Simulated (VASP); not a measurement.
# Si2Bi2Te (I4/mmm) in VASP: a series of runs, part 2 of 2

VASP 6.6.1.

### Step 3. Single point, PBE

This run uses another cell than the first one, of 30.84 Å³/atom, 1.024 times its volume.

INCAR

```
  PREC = Accurate
  ENCUT = 520
  EDIFF = 1E-6
  ISMEAR = 0
  SIGMA = 0.1
  LREAL = F
  LASPH = T
  NELM = 100
  ALGO = Normal
  ISIF = 2
  LWAVE = F
  LCHARG = F
  GGA = PE
  NBANDS = 30
```

KPOINTS

```
Automatic mesh
0
Gamma
  4 4 4
```

POSCAR

```
Si2Bi2Te
1.0
   -3.3460790900      3.3460790900      3.4433603300
    3.3460790900     -3.3460790900      3.4433603300
    3.3460790900      3.3460790900     -3.4433603300
Si Bi Te
2 2 1
Direct
    0.8010768000      0.8010768000      0.0000000000
    0.1989232000      0.1989232000      0.0000000000
    0.5000000000      0.0000000000      0.5000000000
    0.0000000000      0.5000000000      0.5000000000
    0.5000000000      0.5000000000      0.0000000000
```

Potentials or basis: VASP PAW PBE potentials, release 64 (Si, Bi_d, Te).

Launch:

```sh
cat potpaw_PBE.64/Si/POTCAR potpaw_PBE.64/Bi_d/POTCAR potpaw_PBE.64/Te/POTCAR > POTCAR
mpirun -np 1 vasp_std > vasp.out
```

OUTCAR:

```text
PREC = Accurate
   ENCUT = 520
   EDIFF = 1E-6
   ISMEAR = 0
   LREAL = F
   LASPH = T
   NELM = 100
   ISIF = 2
   GGA = PE

 ion  position               nearest neighbor table
   1  0.801  0.801  0.000-   5 2.07   2 2.74
   2  0.199  0.199  0.000-   5 2.07   1 2.74
   3  0.500  0.000  0.500-   5 3.35   5 3.35   4 3.44   4 3.44
   4  0.000  0.500  0.500-   5 3.35   5 3.35   3 3.44   3 3.44
   5  0.500  0.500  0.000-   1 2.07   2 2.07   3 3.35   4 3.35   3 3.35   4 3.35

  LATTYP: Found a body centered tetragonal cell.
 ALAT       =     6.6921581800
 C/A-ratio  =     1.0290732040

  Lattice vectors:

 A1 = (  -3.3460790900,   3.3460790900,   3.4433603300)
 A2 = (   3.3460790900,  -3.3460790900,   3.4433603300)
 A3 = (   3.3460790900,   3.3460790900,  -3.4433603300)

Analysis of symmetry for initial positions (statically):
=====================================================================
 Subroutine PRICEL returns:
 Original cell was already a primitive cell.

 Routine SETGRP: Setting up the symmetry group for a
 body centered tetragonal supercell.

 Subroutine GETGRP returns: Found 16 space group operations
 (whereof 16 operations were pure point group operations)
 out of a pool of 16 trial point group operations.

The static configuration has the point symmetry D_4h.

Analysis of symmetry for dynamics (positions and initial velocities):
=====================================================================
 Subroutine PRICEL returns:
 Original cell was already a primitive cell.

 Routine SETGRP: Setting up the symmetry group for a
 body centered tetragonal supercell.

 Subroutine GETGRP returns: Found 16 space group operations
 (whereof 16 operations were pure point group operations)
 out of a pool of 16 trial point group operations.

The dynamic configuration has the point symmetry D_4h.

 Subroutine INISYM returns: Found 16 space group operations
 (whereof 16 operations are pure point group operations),
 and found     1 'primitive' translations

----------------------------------------------------------------------------------------

                                     Primitive cell

  volume of cell :     154.2108

  direct lattice vectors                    reciprocal lattice vectors
    -3.346079090  3.346079090  3.443360330     0.000000000  0.149428626  0.145206993
     3.346079090 -3.346079090  3.443360330     0.149428626  0.000000000  0.145206993
     3.346079090  3.346079090 -3.443360330     0.149428626  0.149428626  0.000000000

  length of vectors
     5.852283393  5.852283393  5.852283393     0.208360229  0.208360229  0.211323989

  position of ions in fractional coordinates (direct lattice)
     0.801076800  0.801076800  0.000000000
     0.198923200  0.198923200  0.000000000
     0.500000000  0.000000000  0.500000000
     0.000000000  0.500000000  0.500000000
     0.500000000  0.500000000  0.000000000

  ion indices of the primitive-cell ions
   primitive index   ion index
                 1           1
                 2           2
                 3           3
                 4           4
                 5           5

----------------------------------------------------------------------------------------
[... 31 lines left out ...]
  0.500000  0.250000 -0.000000     16.000000
 -0.250000  0.250000  0.000000      4.000000
  0.500000  0.500000 -0.000000      2.000000
  0.250000  0.250000  0.250000      2.000000
 -0.250000  0.250000  0.250000      4.000000
  0.500000  0.500000  0.250000      4.000000
 -0.250000  0.500000  0.250000      8.000000
 -0.250000 -0.250000  0.250000      2.000000
  0.500000  0.500000  0.500000      1.000000
   k-points           NKPTS =     13   k-points in BZ     NKDIM =     13   number of bands    NBANDS=     30
   number of dos      NEDOS =    301   number of ions     NIONS =      5
   total plane-waves  NPLWV = 110592
   dimension x,y,z NGX =    48 NGY =   48 NGZ =   48
   dimension x,y,z NGXF=    96 NGYF=   96 NGZF=   96
   ions per type =               2   2   1
   NGX,Y,Z   is equivalent  to a cutoff of  13.64, 13.64, 13.64 a.u.
   NGXF,Y,Z  is equivalent  to a cutoff of  27.27, 27.27, 27.27 a.u.
 SYSTEM =  unknown system
   PREC   = accura    normal or accurate (medium, high low for compatibility)
   ISTART =      0    job   : 0-new  1-cont  2-samecut
   ICHARG =      2    charge: 1-file 2-atom 10-const
   ISPIN  =      1    spin polarized calculation?
   LNONCOLLINEAR =      F non collinear calculations
   LSORBIT =      F    spin-orbit coupling
   LASPH  =      T    aspherical Exc in radial PAW
   ENCUT  =  520.0 eV  38.22 Ry    6.18 a.u.  10.88 10.88 10.88*2*pi/ulx,y,z
   NELM   =    100;   NELMIN=  2; NELMDL= -5     # of ELM steps
   EDIFF  = 0.1E-05   stopping-criterion for ELM
   LREAL  =      F    real-space projection
   EDIFFG = 0.1E-04   stopping-criterion for IOM
   NSW    =      0    number of steps for IOM
   IBRION =     -1    ionic relax: 0-MD 1-quasi-New 2-CG
   NFREE  =      0    steps in history (QN), initial steepest desc. (CG)
   ISIF   =      2    stress and relaxation
   ISYM   =      2    0-nonsym 1-usesym 2-fastsym
   POTIM  = 0.5000    time-step for ionic-motion
   TEBEG  =    0.0;   TEEND  =   0.0 temperature during run
   PSTRESS=    0.0 pullay stress
   NELECT =      44.0000    total number of electrons
   NUPDOWN=      -1.0000    fix difference up-down
   EMIN   =  10.00;   EMAX   =-10.00  energy-range for DOS
   EFERMI =   0.00;   METHOD = LEGACY
   ISMEAR =     0;   SIGMA  =   0.10  broadening in eV -4-tet -1-fermi 0-gaus
   EFERMI_NEDOS =   21; number of points for ismear=-14 and -15
   IALGO  =     38    algorithm
   IMIX   =      4    mixing-type and parameters
     AMIX     =   0.40;   BMIX     =  1.00
     AMIX_MAG =   1.60;   BMIX_MAG =  1.00
  volume/ion in A,a.u.               =      30.84       208.13
  Fermi-wavevector in a.u.,A,eV,Ry     =   1.077757  2.036665 15.803979  1.161560
  Thomas-Fermi vector in A             =   2.213677
   LORBIT       =      0    0 simple, 1 ext, 2 COOP (PROOUT), +10 PAW based schemes
   GGA     = PE    functional components
   LHFCALC =     F    Hartree Fock is set to
   AEXX    =    0.0000 exact exchange contribution
   IVDW    =     0    specifies the selected vdW correction
   LEPSILON=     F    determine dielectric tensor
   LRPA    =     F    only Hartree local field effects (RPA)
 non-spin polarized calculation
 Gauss-broadening in eV      SIGMA  =   0.10
  energy-cutoff  :      520.00
  volume of cell :      154.21
 maximum number of plane-waves:      4180
 NGX is ok and might be reduce to    48
   NGX = 21   NGY = 21   NGZ = 21

 number of electron      43.9999996 magnetization

 Free energy of the ion-electron system (eV)
  ---------------------------------------------------
  ext. energy  EPLUGINS =         0.00000000
  ---------------------------------------------------
  free energy    TOTEN  =       -13.68891962 eV

  energy without entropy =      -13.66864701  energy(sigma->0) =      -13.67878332

 E-fermi :   5.7527     XC(G=0):  -9.1900

 val. band max:        5.7485675387   @ k =  -0.2500   0.2500   0.0000
 cond. band min:       5.7616295047   @ k =  -0.2500  -0.2500   0.2500
 fundamental gap:      0.0130619660
 Fermi energy:         5.7526981460

 k-point     1 :       0.0000    0.0000    0.0000
  band No.  band energies     occupation
      1     -17.3922      2.00000
      2     -17.3509      2.00000
      3     -17.3392      2.00000
      4     -17.3270      2.00000
      5     -17.3196      2.00000
      6     -17.3196      2.00000
[... 418 lines left out ...]
     29       9.5128      0.00000
     30      10.5613      0.00000

------------------------ aborting loop because EDIFF is reached ----------------------------------------

  FORCE on cell =-STRESS in cart. coord.  units (eV):
  Direction    XX          YY          ZZ          XY          YZ          ZX
  --------------------------------------------------------------------------------------
  -------------------------------------------------------------------------------------
  Total       -3.9235524     -3.9235524     40.9809937      0.0000000      0.0000000     -0.0000000
  in kB      -40.7638476    -40.7638476    425.7730813      0.0000000      0.0000000     -0.0000000
  external PRESSURE =     114.7484620 kB  Pullay stress =       0.0000000 kB

 VOLUME and BASIS-vectors are now :
 -----------------------------------------------------------------------------
  energy-cutoff  :      520.00
  volume of cell :      154.21
      direct lattice vectors                 reciprocal lattice vectors
    -3.346079090  3.346079090  3.443360330     0.000000000  0.149428626  0.145206993
     3.346079090 -3.346079090  3.443360330     0.149428626  0.000000000  0.145206993
     3.346079090  3.346079090 -3.443360330     0.149428626  0.149428626  0.000000000

 POSITION                                       TOTAL-FORCE (eV/Angst)
 -----------------------------------------------------------------------------------
      0.00000      0.00000      5.51679         0.000000      0.000000     10.482667
      0.00000      0.00000      1.36993        -0.000000     -0.000000    -10.482667
      0.00000      3.34608      0.00000         0.000000      0.000000      0.000000
      3.34608      0.00000      0.00000         0.000000      0.000000     -0.000000
      0.00000      0.00000      3.44336         0.000000      0.000000     -0.000000
 -----------------------------------------------------------------------------------
    total drift:                               -0.000000     -0.000000      0.000000

  FREE ENERGIE OF THE ION-ELECTRON SYSTEM (eV)
  ---------------------------------------------------
  free  energy   TOTEN  =       -13.6889196186 eV

  energy  without entropy=      -13.6686470129  energy(sigma->0) =      -13.67878332
```

stdout:

```text
POSCAR found type information on POSCAR SiBiTe
 POSCAR found :  3 types and       5 ions
 scaLAPACK will be used
 LDA part: xc-table for (Slater+PW92), standard interpolation
 POSCAR, INCAR and KPOINTS ok, starting setup
 FFT: planning ... GRIDC
 FFT: planning ... GRID_SOFT
 FFT: planning ... GRID
 WAVECAR not read
 entering main loop
```

Run time: 54 s. Hardware: 1 thread of Intel Xeon Platinum 8259CL at 2.50GHz (Skylake/Cascade Lake), shared host; peak memory 0.33 GiB.

Results:

| Property | Result |
| --- | --- |
| Free energy | -13.6889 eV |
| Pressure | 11.5 GPa |
| Largest force | 10.483 eV/Å |
| Band gap on the k mesh | zero (band 22 reaches 6.26 eV, above the bottom of band 23 at 5.44 eV) |

Forces in eV/Å, atoms in the order of the input:
```
Si    0.000   0.000  10.483
Si    0.000   0.000 -10.483
Bi    0.000   0.000   0.000
Bi    0.000   0.000   0.000
Te    0.000   0.000   0.000
```

Caveat: spin-orbit coupling is left out, which moves the levels of the heavy elements; forces of over 1 eV/Å act on the atoms, so gaps and moduli don't describe the material at rest.
